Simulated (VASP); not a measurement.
# Tl (I4_1/amd) in VASP: notebook, part 2 of 2

VASP 6.6.1.

**3. Single point, PBE**

INCAR

```
  PREC = Accurate
  ENCUT = 520
  EDIFF = 1E-6
  ISMEAR = -1
  SIGMA = 0.1
  LREAL = F
  LASPH = T
  NELM = 100
  ALGO = Normal
  ISIF = 2
  LWAVE = F
  LCHARG = F
  GGA = PE
  NBANDS = 20
```

KPOINTS

```
regular mesh
0
Gamma
  17 17 17
```

POSCAR

```
Tl
1.0
   -2.3465415279      2.3465415279      1.2539135562
    2.3465415279     -2.3465415279      1.2539135562
    2.3465415279      2.3465415279     -1.2539135562
Tl
2
Direct
   -0.3750000000     -0.1250000000     -0.2500000000
    0.3750000000      0.1250000000      0.2500000000
```

Potentials or basis: VASP PAW PBE potentials, release 64 (Tl_d).

Launch:

```console
cat potpaw_PBE.64/Tl_d/POTCAR > POTCAR
mpirun -np 1 vasp_std > vasp.out
```

OUTCAR:

```text
PREC = Accurate
   ENCUT = 520
   EDIFF = 1E-6
   ISMEAR = -1
   LREAL = F
   LASPH = T
   NELM = 100
   ISIF = 2
   GGA = PE

 ion  position               nearest neighbor table
   1  0.625  0.875  0.750-   2 2.43   2 2.43   2 2.43   2 2.43   2 3.01   2 3.01   2 3.01   2 3.01
                             2 3.92   2 3.92
   2  0.375  0.125  0.250-   1 2.43   1 2.43   1 2.43   1 2.43   1 3.01   1 3.01   1 3.01   1 3.01
                             1 3.92   1 3.92

  LATTYP: Found a body centered tetragonal cell.
 ALAT       =     4.6930830558
 C/A-ratio  =     0.5343666589

  Lattice vectors:

 A1 = (  -2.3465415279,   2.3465415279,   1.2539135562)
 A2 = (   2.3465415279,  -2.3465415279,   1.2539135562)
 A3 = (   2.3465415279,   2.3465415279,  -1.2539135562)

Analysis of symmetry for initial positions (statically):
=====================================================================
 Subroutine PRICEL returns:
 Original cell was already a primitive cell.

 Routine SETGRP: Setting up the symmetry group for a
 body centered tetragonal supercell.

 Subroutine GETGRP returns: Found 16 space group operations
 (whereof  4 operations were pure point group operations)
 out of a pool of 16 trial point group operations.

The static configuration has the point symmetry C_2h.
 The point group associated with its full space group is D_4h.

Analysis of symmetry for dynamics (positions and initial velocities):
=====================================================================
 Subroutine PRICEL returns:
 Original cell was already a primitive cell.

 Routine SETGRP: Setting up the symmetry group for a
 body centered tetragonal supercell.

 Subroutine GETGRP returns: Found 16 space group operations
 (whereof  4 operations were pure point group operations)
 out of a pool of 16 trial point group operations.

The dynamic configuration has the point symmetry C_2h.
 The point group associated with its full space group is D_4h.

 Subroutine INISYM returns: Found 16 space group operations
 (whereof  4 operations are pure point group operations),
 and found     1 'primitive' translations

----------------------------------------------------------------------------------------

                                     Primitive cell

  volume of cell :      27.6175

  direct lattice vectors                    reciprocal lattice vectors
    -2.346541528  2.346541528  1.253913556     0.000000000  0.213079545  0.398751571
     2.346541528 -2.346541528  1.253913556     0.213079545  0.000000000  0.398751571
     2.346541528  2.346541528 -1.253913556     0.213079545  0.213079545  0.000000000

  length of vectors
     3.547508068  3.547508068  3.547508068     0.452112494  0.452112494  0.301339982

  position of ions in fractional coordinates (direct lattice)
     0.625000000  0.875000000  0.750000000
     0.375000000  0.125000000  0.250000000

  ion indices of the primitive-cell ions
   primitive index   ion index
                 1           1
                 2           2

----------------------------------------------------------------------------------------

 KPOINTS: regular mesh

Automatic generation of k-mesh.
 Grid dimensions read from file:
 generate k-points for:   17   17   17

 Generating k-lattice:

  Cartesian coordinates                     Fractional coordinates (reciprocal lattice)
     0.000000000  0.012534091  0.023455975     0.058823529 -0.000000000  0.000000000
     0.012534091  0.000000000  0.023455975    -0.000000000  0.058823529  0.000000000
     0.012534091  0.012534091  0.000000000     0.000000000  0.000000000  0.058823529

  Length of vectors
     0.026594853  0.026594853  0.017725881

  Shift w.r.t. Gamma in fractional coordinates (k-lattice)
     0.000000000  0.000000000  0.000000000

 Subroutine IBZKPT returns following result:
 ===========================================

 Found    405 irreducible k-points:

 Following reciprocal coordinates:
            Coordinates               Weight
  0.000000  0.000000  0.000000      1.000000
  0.058824  0.000000 -0.000000      8.000000
  0.117647  0.000000 -0.000000      8.000000
  0.176471  0.000000 -0.000000      8.000000
  0.235294  0.000000 -0.000000      8.000000
  0.294118  0.000000  0.000000      8.000000
[... 16 lines left out ...]
 -0.176471  0.058824  0.000000     16.000000
 -0.117647  0.058824 -0.000000     16.000000
 [... further k-points ...]
   k-points           NKPTS =    405   k-points in BZ     NKDIM =    405   number of bands    NBANDS=     20
   number of dos      NEDOS =    301   number of ions     NIONS =      2
   total plane-waves  NPLWV =  21952
   dimension x,y,z NGX =    28 NGY =   28 NGZ =   28
   dimension x,y,z NGXF=    56 NGYF=   56 NGZF=   56
   ions per type =               2
   NGX,Y,Z   is equivalent  to a cutoff of  13.12, 13.12, 13.12 a.u.
   NGXF,Y,Z  is equivalent  to a cutoff of  26.24, 26.24, 26.24 a.u.
 SYSTEM =  unknown system
   PREC   = accura    normal or accurate (medium, high low for compatibility)
   ISTART =      0    job   : 0-new  1-cont  2-samecut
   ICHARG =      2    charge: 1-file 2-atom 10-const
   ISPIN  =      1    spin polarized calculation?
   LNONCOLLINEAR =      F non collinear calculations
   LSORBIT =      F    spin-orbit coupling
   LASPH  =      T    aspherical Exc in radial PAW
   ENCUT  =  520.0 eV  38.22 Ry    6.18 a.u.   6.60  6.60  6.60*2*pi/ulx,y,z
   NELM   =    100;   NELMIN=  2; NELMDL= -5     # of ELM steps
   EDIFF  = 0.1E-05   stopping-criterion for ELM
   LREAL  =      F    real-space projection
   EDIFFG = 0.1E-04   stopping-criterion for IOM
   NSW    =      0    number of steps for IOM
   IBRION =     -1    ionic relax: 0-MD 1-quasi-New 2-CG
   NFREE  =      0    steps in history (QN), initial steepest desc. (CG)
   ISIF   =      2    stress and relaxation
   ISYM   =      2    0-nonsym 1-usesym 2-fastsym
   POTIM  = 0.5000    time-step for ionic-motion
   TEBEG  =    0.0;   TEEND  =   0.0 temperature during run
   PSTRESS=    0.0 pullay stress
   NELECT =      26.0000    total number of electrons
   NUPDOWN=      -1.0000    fix difference up-down
   EMIN   =  10.00;   EMAX   =-10.00  energy-range for DOS
   EFERMI =   0.00;   METHOD = LEGACY
   ISMEAR =    -1;   SIGMA  =   0.10  broadening in eV -4-tet -1-fermi 0-gaus
   EFERMI_NEDOS =   21; number of points for ismear=-14 and -15
   IALGO  =     38    algorithm
   IMIX   =      4    mixing-type and parameters
     AMIX     =   0.40;   BMIX     =  1.00
     AMIX_MAG =   1.60;   BMIX_MAG =  1.00
  volume/ion in A,a.u.               =      13.81        93.19
  Fermi-wavevector in a.u.,A,eV,Ry     =   1.604493  3.032053 35.026824  2.574399
  Thomas-Fermi vector in A             =   2.700989
   LORBIT       =      0    0 simple, 1 ext, 2 COOP (PROOUT), +10 PAW based schemes
   GGA     = PE    functional components
   LHFCALC =     F    Hartree Fock is set to
   AEXX    =    0.0000 exact exchange contribution
   IVDW    =     0    specifies the selected vdW correction
   LEPSILON=     F    determine dielectric tensor
   LRPA    =     F    only Hartree local field effects (RPA)
 non-spin polarized calculation
  energy-cutoff  :      520.00
  volume of cell :       27.62
 maximum number of plane-waves:       765
   NGX = 13   NGY = 13   NGZ = 13

 number of electron      26.0000006 magnetization

 Free energy of the ion-electron system (eV)
  ---------------------------------------------------
  ext. energy  EPLUGINS =         0.00000000
  ---------------------------------------------------
  free energy    TOTEN  =         6.74473662 eV

  energy without entropy =        6.76829217  energy(sigma->0) =        6.75651440

 E-fermi :  18.8574     XC(G=0): -14.3202

 val. band max:       18.8319619069   @ k =  -0.2353  -0.2353   0.2353
 cond. band min:      18.8613138036   @ k =  -0.2941  -0.2941   0.1176
 fundamental gap:      0.0293518967
 Fermi energy:        18.8573563250

 k-point     1 :       0.0000    0.0000    0.0000
  band No.  band energies     occupation
      1       0.5506      2.00000
      2       1.3924      2.00000
      3       1.4509      2.00000
      4       2.0568      2.00000
      5       2.3269      2.00000
      6       5.3126      2.00000
[... 12 lines left out ...]
     19      35.0007      0.00000
[... 513 lines left out ...]
      4       2.1724      2.00000
      5       2.3841      2.00000
      6       5.0720      2.00000
[... 12 lines left out ...]
     19      32.9637      0.00000
     20      34.2378      0.00000

 [... further k-points ...]

------------------------ aborting loop because EDIFF is reached ----------------------------------------

  FORCE on cell =-STRESS in cart. coord.  units (eV):
  Direction    XX          YY          ZZ          XY          YZ          ZX
  --------------------------------------------------------------------------------------
  -------------------------------------------------------------------------------------
  Total       39.7908637     39.7908637     39.7839690      0.0000000     -0.0000000      0.0000000
  in kB     2308.3936449   2308.3936449   2307.9936609      0.0000000     -0.0000000      0.0000000
  external PRESSURE =    2308.2603169 kB  Pullay stress =       0.0000000 kB

 VOLUME and BASIS-vectors are now :
 -----------------------------------------------------------------------------
  energy-cutoff  :      520.00
  volume of cell :       27.62
      direct lattice vectors                 reciprocal lattice vectors
    -2.346541528  2.346541528  1.253913556     0.000000000  0.213079545  0.398751571
     2.346541528 -2.346541528  1.253913556     0.213079545  0.000000000  0.398751571
     2.346541528  2.346541528 -1.253913556     0.213079545  0.213079545  0.000000000

 POSITION                                       TOTAL-FORCE (eV/Angst)
 -----------------------------------------------------------------------------------
      2.34654      1.17327      0.94044        -0.000000     -0.000000      0.000000
     -0.00000      1.17327      0.31348         0.000000      0.000000     -0.000000
 -----------------------------------------------------------------------------------
    total drift:                                0.000000      0.000000     -0.000000

  FREE ENERGIE OF THE ION-ELECTRON SYSTEM (eV)
  ---------------------------------------------------
  free  energy   TOTEN  =         6.7447366242 eV

  energy  without entropy=        6.7682921685  energy(sigma->0) =        6.75651440
```

Wall time 97 s (1 thread of Intel Xeon Platinum 8559C (Emerald Rapids), shared host); peak memory 0.3 GiB.

Results:

```
Free energy            : 6.7447 eV
Pressure               : 230.8 GPa
Band gap on the k mesh : zero (bands 13 and 14 overlap by 10.60 eV)
```

Levels at points of the mesh, in eV from the Fermi level:
| k point | band 10 | band 11 | band 12 | band 13 | band 14 | band 15 | band 16 | band 17 |
| --- | --- | --- | --- | --- | --- | --- | --- | --- |
| (0.00, 0.00, 0.00) | -12.24 | -11.14 | -2.43 | -2.43 | 2.23 | 7.20 | 10.24 | 10.24 |

Caveat: the cell stands under pressure; spin-orbit coupling is left out, which moves the levels of the heavy elements.

The gap in the log of VASP goes by the Fermi energy; the results here count the filled bands.